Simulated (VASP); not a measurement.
Input of a VASP 6.6.1 run:

Contents of INCAR:

```
ALGO = Normal ; EDIFF = 1E-6
ENCUT = 520 ; GGA = CA
ISIF = 2 ; ISMEAR = -1
LASPH = T ; LCHARG = T
LELF = T ; LREAL = F
LVHAR = T ; LWAVE = F
NBANDS = 8 ; NELM = 80
PREC = Accurate ; SIGMA = 0.08
```

KPOINTS

```
k-points
0
Gamma
  15 15 15
```

POSCAR

```
As
1.0
    2.5315422258      0.0000000000      0.0000000000
    0.0000000000      2.5315422258      0.0000000000
    0.0000000000      0.0000000000      2.5315422258
As
1
Direct
    0.0000000000      0.0000000000      0.0000000000
```

Potentials or basis: VASP PAW LDA potentials, release 64 (As).

Run with:

```bash
$ cat potpaw_LDA.64/As/POTCAR > POTCAR
$ mpirun -np 1 vasp_std > vasp.out
```

Q: Estimate the pressure.

A: 23.0 GPa.
